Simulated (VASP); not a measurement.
# Ni (P6_3/mmc) in VASP: notebook

Ni is run at these levels: PBEsol; tasks: single point.

Everything below comes from runs of VASP 6.6.1. Logs are shortened: lines on timing, memory, paths and dates and some standing lists are left out, and cuts for length are marked.

**1. The cell of the first run**

Symmetry: P6_3/mmc, No. 194, hexagonal system. The conventional cell has a = 2.448 Å, b = 2.448 Å, c = 4.073 Å, α = 90.00°, β = 90.00°, γ = 120.00°. Within 3.2 Å of Ni (site symmetry -6m2) lie 12 Ni at 2.45 to 2.48 Å.

This isn't the form of Ni at room conditions, which is fcc.

**2. Single point, PBEsol, collinear spin, ferromagnetic start**

INCAR reads:

```
SYSTEM = Ni
ALGO = Normal
EDIFF = 1E-6
ENCUT = 600
GGA = PS
GGA_COMPAT = .False.
ISIF = 2
ISMEAR = -1
ISPIN = 2
LASPH = .True.
LCHARG = .True.
LELF = .True.
LMAXMIX = 4
LORBIT = 11
LREAL = .False.
LVHAR = .True.
LWAVE = .False.
MAGMOM = 1.5 1.5
NBANDS = 21
NELM = 200
PREC = Accurate
SIGMA = 0.3
```

KPOINTS reads:

```
k-points
0
Gamma
  13 13 7
  0 0 0
```

POSCAR reads:

```
Ni
1.0
    2.4480230000      0.0000000000      0.0000000000
   -1.2240110000      2.1200500000      0.0000000000
    0.0000000000      0.0000000000      4.0728080000
Ni
2
Direct
    0.3333333333      0.6666666667      0.2500000000
    0.6666666667      0.3333333333      0.7500000000
```

Potentials or basis: VASP PAW PBE potentials, release 64 (Ni).

On the command line:

```bash
$ cat potpaw_PBE.64/Ni/POTCAR > POTCAR
$ mpirun -np 1 vasp_std > vasp.out
```

OUTCAR:

```text
SYSTEM = Ni
   EDIFF = 1E-6
   ENCUT = 600
   GGA = PS
   ISIF = 2
   ISMEAR = -1
   ISPIN = 2
   LASPH = .True.
   LORBIT = 11
   LREAL = .False.
   NELM = 200
   PREC = Accurate

 ion  position               nearest neighbor table
   1  0.333  0.667  0.250-   2 2.48   2 2.48   2 2.48   2 2.48   2 2.48   2 2.48
   2  0.667  0.333  0.750-   1 2.48   1 2.48   1 2.48   1 2.48   1 2.48   1 2.48

  LATTYP: Found a hexagonal cell.
 ALAT       =     2.4480230000
 C/A-ratio  =     1.6637131269

  Lattice vectors:

 A1 = (   2.4480230000,   0.0000000000,   0.0000000000)
 A2 = (  -1.2240110000,   2.1200500000,   0.0000000000)
 A3 = (   0.0000000000,   0.0000000000,   4.0728080000)

Analysis of symmetry for initial positions (statically):
=====================================================================
 Subroutine PRICEL returns:
 Original cell was already a primitive cell.

 Routine SETGRP: Setting up the symmetry group for a
 hexagonal supercell.

 Subroutine GETGRP returns: Found 24 space group operations
 (whereof 12 operations were pure point group operations)
 out of a pool of 24 trial point group operations.

The static configuration has the point symmetry D_3d.
 The point group associated with its full space group is D_6h.

Analysis of symmetry for dynamics (positions and initial velocities):
=====================================================================
 Subroutine PRICEL returns:
 Original cell was already a primitive cell.

 Routine SETGRP: Setting up the symmetry group for a
 hexagonal supercell.

 Subroutine GETGRP returns: Found 24 space group operations
 (whereof 12 operations were pure point group operations)
 out of a pool of 24 trial point group operations.

The dynamic configuration has the point symmetry D_3d.
 The point group associated with its full space group is D_6h.

Analysis of structural, dynamic, and magnetic symmetry:
=====================================================================
 Subroutine PRICEL returns:
 Original cell was already a primitive cell.

 Routine SETGRP: Setting up the symmetry group for a
 hexagonal supercell.

 Subroutine GETGRP returns: Found 24 space group operations
 (whereof 12 operations were pure point group operations)
 out of a pool of 24 trial point group operations.

The overall configuration has the point symmetry D_3d.
 The point group associated with its full space group is D_6h.

 Subroutine INISYM returns: Found 24 space group operations
 (whereof 12 operations are pure point group operations),
 and found     1 'primitive' translations

----------------------------------------------------------------------------------------

                                     Primitive cell

  volume of cell :      21.1376

  direct lattice vectors                    reciprocal lattice vectors
     2.448023000  0.000000000  0.000000000     0.408492894  0.235843398  0.000000000
    -1.224011000  2.120050000  0.000000000     0.000000000  0.471686989  0.000000000
     0.000000000  0.000000000  4.072808000     0.000000000  0.000000000  0.245530848

  length of vectors
     2.448023000  2.448022657  4.072808000     0.471686922  0.471686989  0.245530848

  position of ions in fractional coordinates (direct lattice)
     0.333333333  0.666666667  0.250000000
     0.666666667  0.333333333  0.750000000

  ion indices of the primitive-cell ions
   primitive index   ion index
                 1           1
                 2           2

----------------------------------------------------------------------------------------

 KPOINTS: k-points

Automatic generation of k-mesh.
 Grid dimensions read from file:
 generate k-points for:   13   13    7

 Generating k-lattice:

  Cartesian coordinates                     Fractional coordinates (reciprocal lattice)
     0.031422530  0.018141800  0.000000000     0.076923077  0.000000000  0.000000000
     0.000000000  0.036283615  0.000000000     0.000000000  0.076923077  0.000000000
     0.000000000  0.000000000  0.035075835     0.000000000  0.000000000  0.142857143

  Length of vectors
     0.036283609  0.036283615  0.035075835

  Shift w.r.t. Gamma in fractional coordinates (k-lattice)
     0.000000000  0.000000000  0.000000000

 Subroutine IBZKPT returns following result:
 ===========================================

 Found     84 irreducible k-points:

 Following reciprocal coordinates:
            Coordinates               Weight
  0.000000  0.000000  0.000000      1.000000
  0.076923  0.000000  0.000000      6.000000
  0.153846  0.000000  0.000000      6.000000
  0.230769 -0.000000  0.000000      6.000000
  0.307692  0.000000  0.000000      6.000000
  0.384615 -0.000000  0.000000      6.000000
[... 16 lines left out ...]
  0.076923  0.000000  0.142857     12.000000
  0.153846  0.000000  0.142857     12.000000
 [... further k-points ...]
   k-points           NKPTS =     84   k-points in BZ     NKDIM =     84   number of bands    NBANDS=     21
   number of dos      NEDOS =    301   number of ions     NIONS =      2
   total plane-waves  NPLWV =  14400
   dimension x,y,z NGX =    20 NGY =   20 NGZ =   36
   dimension x,y,z NGXF=    40 NGYF=   40 NGZF=   72
   ions per type =               2
   NGX,Y,Z   is equivalent  to a cutoff of  13.58, 13.58, 14.69 a.u.
   NGXF,Y,Z  is equivalent  to a cutoff of  27.16, 27.16, 29.39 a.u.
 SYSTEM =  Ni
   PREC   = accura    normal or accurate (medium, high low for compatibility)
   ISTART =      0    job   : 0-new  1-cont  2-samecut
   ICHARG =      2    charge: 1-file 2-atom 10-const
   ISPIN  =      2    spin polarized calculation?
   LNONCOLLINEAR =      F non collinear calculations
   LSORBIT =      F    spin-orbit coupling
   LASPH  =      T    aspherical Exc in radial PAW
   ENCUT  =  600.0 eV  44.10 Ry    6.64 a.u.   4.89  4.89  8.13*2*pi/ulx,y,z
   NELM   =    200;   NELMIN=  2; NELMDL= -5     # of ELM steps
   EDIFF  = 0.1E-05   stopping-criterion for ELM
   LREAL  =      F    real-space projection
   EDIFFG = 0.1E-04   stopping-criterion for IOM
   NSW    =      0    number of steps for IOM
   IBRION =     -1    ionic relax: 0-MD 1-quasi-New 2-CG
   NFREE  =      0    steps in history (QN), initial steepest desc. (CG)
   ISIF   =      2    stress and relaxation
   ISYM   =      2    0-nonsym 1-usesym 2-fastsym
   POTIM  = 0.5000    time-step for ionic-motion
   TEBEG  =    0.0;   TEEND  =   0.0 temperature during run
   PSTRESS=    0.0 pullay stress
   NELECT =      20.0000    total number of electrons
   NUPDOWN=      -1.0000    fix difference up-down
   EMIN   =  10.00;   EMAX   =-10.00  energy-range for DOS
   EFERMI =   0.00;   METHOD = LEGACY
   ISMEAR =    -1;   SIGMA  =   0.30  broadening in eV -4-tet -1-fermi 0-gaus
   EFERMI_NEDOS =   21; number of points for ismear=-14 and -15
   IALGO  =     38    algorithm
   IMIX   =      4    mixing-type and parameters
     AMIX     =   0.40;   BMIX     =  1.00
     AMIX_MAG =   1.60;   BMIX_MAG =  1.00
  volume/ion in A,a.u.               =      10.57        71.32
  Fermi-wavevector in a.u.,A,eV,Ry     =   1.607187  3.037142 35.144515  2.583049
  Thomas-Fermi vector in A             =   2.703255
   LORBIT       =     11    0 simple, 1 ext, 2 COOP (PROOUT), +10 PAW based schemes
   GGA     = PS    functional components
   LHFCALC =     F    Hartree Fock is set to
   AEXX    =    0.0000 exact exchange contribution
   IVDW    =     0    specifies the selected vdW correction
   LEPSILON=     F    determine dielectric tensor
   LRPA    =     F    only Hartree local field effects (RPA)
 spin polarized calculation
  energy-cutoff  :      600.00
  volume of cell :       21.14
 maximum number of plane-waves:       724
 NGX is ok and might be reduce to    20
   NGX =  9   NGY =  9   NGZ = 17

 number of electron      20.0000006 magnetization      -0.0089293

 number of electron      20.0000006 magnetization       0.0015344

 Free energy of the ion-electron system (eV)
  ---------------------------------------------------
  ext. energy  EPLUGINS =         0.00000000
  ---------------------------------------------------
  free energy    TOTEN  =       -12.72528671 eV

  energy without entropy =      -11.78152343  energy(sigma->0) =      -12.25340507

 E-fermi :   9.6265     XC(G=0): -13.6092

 val. band max:        9.6155102700   @ k =   0.2308   0.1538   0.1429
 cond. band min:       9.6405533461   @ k =   0.1538   0.0769   0.4286
 fundamental gap:      0.0250430761
 Fermi energy:         9.6265074066

 spin component 1

 k-point     1 :       0.0000    0.0000    0.0000
  band No.  band energies     occupation
      1       0.3350      1.00000
      2       4.7779      1.00000
      3       7.3932      0.99942
      4       7.5490      0.99902
      5       7.5490      0.99902
      6       7.8231      0.99755
[... 13 lines left out ...]
     20      36.3567      0.00000
     21      40.2665      0.00000

 k-point     2 :       0.0769    0.0000    0.0000
  band No.  band energies     occupation
      1       0.5480      1.00000
      2       4.9164      1.00000
      3       7.2914      0.99958
      4       7.6225      0.99875
      5       7.6448      0.99865
      6       7.7730      0.99793
[... 13 lines left out ...]
     20      38.5833      0.00000
     21      39.2044      0.00000

 k-point     3 :       0.1538    0.0000    0.0000
  band No.  band energies     occupation
      1       1.1713      1.00000
      2       5.2787      1.00000
      3       7.0713      0.99980
      4       7.2343      0.99966
      5       7.5868      0.99889
      6       7.8669      0.99717
[... 13 lines left out ...]
     20      38.5381      0.00000
     21      39.1044      0.00000
[... 457 lines left out ...]
 k-point    23 :       0.0769    0.0000    0.1429
  band No.  band energies     occupation
      1       0.7445      1.00000
      2       4.7987      1.00000
      3       7.2851      0.99959
      4       7.5283      0.99908
      5       7.6032      0.99882
      6       7.6058      0.99881
[... 13 lines left out ...]
     20      38.4764      0.00000
     21      39.7516      0.00000

 k-point    24 :       0.1538    0.0000    0.1429
  band No.  band energies     occupation
      1       1.3604      1.00000
      2       5.1916      1.00000
      3       7.0100      0.99984
      4       7.0958      0.99978
      5       7.5219      0.99910
      6       7.7913      0.99780
[... 13 lines left out ...]
     20      37.9205      0.00000
     21      38.8649      0.00000

 [... further k-points ...]

 spin component 2

 k-point     1 :       0.0000    0.0000    0.0000
  band No.  band energies     occupation
      1       0.3350      1.00000
      2       4.7783      1.00000
      3       7.3940      0.99941
      4       7.5498      0.99902
      5       7.5498      0.99902
      6       7.8240      0.99755
[... 13 lines left out ...]
     20      36.3569      0.00000
     21      40.2666      0.00000

 k-point     2 :       0.0769    0.0000    0.0000
  band No.  band energies     occupation
      1       0.5480      1.00000
      2       4.9168      1.00000
      3       7.2921      0.99958
      4       7.6233      0.99874
      5       7.6456      0.99865
      6       7.7738      0.99793
[... 13 lines left out ...]
     20      38.5835      0.00000
     21      39.2045      0.00000

 k-point     3 :       0.1538    0.0000    0.0000
  band No.  band energies     occupation
      1       1.1713      1.00000
      2       5.2792      1.00000
      3       7.0720      0.99980
      4       7.2348      0.99966
      5       7.5876      0.99888
      6       7.8677      0.99716
[... 13 lines left out ...]
     20      38.5382      0.00000
     21      39.1046      0.00000
[... 457 lines left out ...]
 k-point    23 :       0.0769    0.0000    0.1429
  band No.  band energies     occupation
      1       0.7445      1.00000
      2       4.7991      1.00000
      3       7.2858      0.99959
      4       7.5291      0.99908
      5       7.6039      0.99882
      6       7.6066      0.99881
[... 13 lines left out ...]
     20      38.4766      0.00000
     21      39.7517      0.00000

 k-point    24 :       0.1538    0.0000    0.1429
  band No.  band energies     occupation
      1       1.3604      1.00000
      2       5.1921      1.00000
      3       7.0105      0.99984
      4       7.0965      0.99978
      5       7.5226      0.99910
      6       7.7921      0.99780
[... 13 lines left out ...]
     20      37.9207      0.00000
     21      38.8650      0.00000

 [... further k-points ...]

------------------------ aborting loop because EDIFF is reached ----------------------------------------

  FORCE on cell =-STRESS in cart. coord.  units (eV):
  Direction    XX          YY          ZZ          XY          YZ          ZX
  --------------------------------------------------------------------------------------
  -------------------------------------------------------------------------------------
  Total        0.0235781      0.0235781     -0.5335574      0.0000000      0.0000000      0.0000000
  in kB        1.7871598      1.7871596    -40.4423352      0.0000004      0.0000000      0.0000000
  external PRESSURE =     -12.2893386 kB  Pullay stress =       0.0000000 kB

 VOLUME and BASIS-vectors are now :
 -----------------------------------------------------------------------------
  energy-cutoff  :      600.00
  volume of cell :       21.14
      direct lattice vectors                 reciprocal lattice vectors
     2.448023000  0.000000000  0.000000000     0.408492894  0.235843398  0.000000000
    -1.224011000  2.120050000  0.000000000     0.000000000  0.471686989  0.000000000
     0.000000000  0.000000000  4.072808000     0.000000000  0.000000000  0.245530848

 POSITION                                       TOTAL-FORCE (eV/Angst)
 -----------------------------------------------------------------------------------
      0.00000      1.41337      1.01820        -0.000000     -0.000000      0.000000
      1.22401      0.70668      3.05461         0.000000      0.000000      0.000000
 -----------------------------------------------------------------------------------
    total drift:                               -0.000000      0.000000     -0.000000

  FREE ENERGIE OF THE ION-ELECTRON SYSTEM (eV)
  ---------------------------------------------------
  free  energy   TOTEN  =       -12.7252867141 eV

  energy  without entropy=      -11.7815234312  energy(sigma->0) =      -12.25340507

 total charge

# of ion       s       p       d       tot
------------------------------------------
    1        0.513   0.530   8.326   9.368
    2        0.513   0.530   8.326   9.368
--------------------------------------------------
tot          1.026   1.059  16.651  18.736

 magnetization (x)

# of ion       s       p       d       tot
------------------------------------------
    1       -0.000  -0.000   0.001   0.001
    2       -0.000  -0.000   0.001   0.001
--------------------------------------------------
tot         -0.000  -0.000   0.001   0.001
```

It took 81 s on 1 thread of AMD EPYC 7R13 (Zen 3), shared host; peak memory 0.16 GiB.

Results:

```
Free energy                                           : -12.7253 eV
Pressure                                              : -1.2 GPa
Band gap on the k mesh                                : zero (filled and empty bands overlap)
Net moment                                            : 0.00 μB per cell
Valence electrons inside the program's atomic spheres : Ni 9.37
```

Levels at points of the mesh, in eV from the Fermi level:
Spin up:
```csv
k point,band 9,band 10,band 11,band 12,band 13,band 14
"(0.00, 0.00, 0.00)",-1.31,-0.62,-0.36,-0.36,5.78,22.99
```
Spin down:
```tsv
k point	band 9	band 10	band 11	band 12	band 13	band 14
(0.00, 0.00, 0.00)	-1.31	-0.62	-0.36	-0.36	5.78	22.99
```

Caveat: so wide a smearing shifts energies and pressures; the PAW data sets were made with another functional, which shifts forces and pressure a little.

**3. Single point, PBEsol, collinear spin, ferromagnetic start**

INCAR reads:

```
SYSTEM = Ni
ALGO     = Normal         ! electronic algorithm
EDIFF    = 1E-6           ! SCF threshold, eV
ENCUT    = 600            ! plane-wave cutoff, eV
GGA      = PS             ! functional
GGA_COMPAT= .FALSE.      
ISIF     = 2              ! what is computed and relaxed
ISMEAR   = -1             ! smearing method
ISPIN    = 2              ! spin polarisation
LASPH    = .TRUE.         ! aspherical terms in the spheres
LCHARG   = .TRUE.         ! write CHGCAR
LELF     = .TRUE.         ! ELF
LMAXMIX  = 4              ! l up to which the mixer works
LORBIT   = 11             ! projections on sites
LREAL    = .FALSE.        ! projectors in reciprocal space
LVHAR    = .TRUE.       
LWAVE    = .FALSE.        ! write WAVECAR
MAGMOM   = 1.5 1.5        ! initial moments
NBANDS   = 21             ! bands
NELM     = 200            ! most SCF steps
PREC     = Accurate       ! precision mode
SIGMA    = 0.2            ! smearing width, eV
```

KPOINTS reads:

```
k-points
0
G
  13 13 7
  0 0 0
```

POSCAR is that of step 2.

Potentials or basis: VASP PAW PBE potentials, release 64 (Ni).

On the command line:

```bash
$ cat potpaw_PBE.64/Ni/POTCAR > POTCAR
$ mpirun -np 1 vasp_std > vasp.out
```

It took 58 s on 1 thread of AMD EPYC 7R13 (Zen 3), shared host; peak memory 0.16 GiB.

The run converged. Its results:

- Free energy: -12.4488 eV
- Pressure: -2.3 GPa
- Net moment: 0.93 μB per cell
- Site moments: Ni +0.47 μB
- Valence electrons inside the program's atomic spheres: Ni 9.37

Stress tensor (GPa, compression positive):
```
-0.85  0.00  0.00
 0.00 -0.85  0.00
 0.00  0.00 -5.06
```

Levels at points of the mesh, in eV from the Fermi level:
Spin up:
| k point | band 9 | band 10 | band 11 | band 12 | band 13 | band 14 |
| --- | --- | --- | --- | --- | --- | --- |
| (0.00, 0.00, 0.00) | -1.53 | -0.59 | -0.59 | -0.59 | 5.66 | 23.05 |
Spin down:
| k point | band 7 | band 8 | band 9 | band 10 | band 11 | band 12 | band 13 | band 14 |
| --- | --- | --- | --- | --- | --- | --- | --- | --- |
| (0.00, 0.00, 0.00) | -1.52 | -1.03 | -1.03 | -0.60 | -0.06 | -0.06 | 5.96 | 22.98 |

Caveat: the PAW data sets were made with another functional, which shifts forces and pressure a little.

**4. Single point, PBEsol, collinear spin, ferromagnetic start**

INCAR reads:

```
PREC = Accurate
ENCUT = 600
EDIFF = 1E-6
ISMEAR = -1
SIGMA = 0.05
LREAL = F
LASPH = T
NELM = 200
ALGO = Normal
ISIF = 2
LWAVE = F
LCHARG = F
ISPIN = 2
MAGMOM = 1.5 1.5
LORBIT = 11
LMAXMIX = 4
GGA = PS
NBANDS = 21
GGA_COMPAT = F
```

KPOINTS reads:

```
Automatic mesh
0
Gamma
  13 13 7
```

POSCAR is that of step 3.

On the command line:

```bash
$ cat potpaw_PBE.64/Ni/POTCAR > POTCAR
$ mpirun -np 1 vasp_std > vasp.out
```

Run time: 59 s. Hardware: 1 thread of AMD EPYC 7R13 (Zen 3), shared host; peak memory 0.16 GiB.

Results (log left out):

```
Free energy                                           : -12.2313 eV
Pressure                                              : -3.3 GPa
Net moment                                            : 1.24 μB per cell
Site moments                                          : Ni +0.63 μB
Valence electrons inside the program's atomic spheres : Ni 9.37
```

Stress tensor (GPa, compression positive):
```
-2.31  0.00  0.00
 0.00 -2.31  0.00
 0.00  0.00 -5.39
```

Levels at points of the mesh, in eV from the Fermi level:
Spin up:
| k point | band 9 | band 10 | band 11 | band 12 | band 13 | band 14 |
| --- | --- | --- | --- | --- | --- | --- |
| (0.00, 0.00, 0.00) | -1.64 | -0.70 | -0.70 | -0.60 | 5.58 | 23.04 |
Spin down:
| k point | band 5 | band 6 | band 7 | band 8 | band 9 | band 10 | band 11 | band 12 | band 13 | band 14 |
| --- | --- | --- | --- | --- | --- | --- | --- | --- | --- | --- |
| (0.00, 0.00, 0.00) | -1.75 | -1.47 | -1.47 | -0.98 | -0.98 | -0.63 | 0.00 | 0.00 | 5.99 | 22.94 |

Caveat: the cell stands under tension; the PAW data sets were made with another functional, which shifts forces and pressure a little.
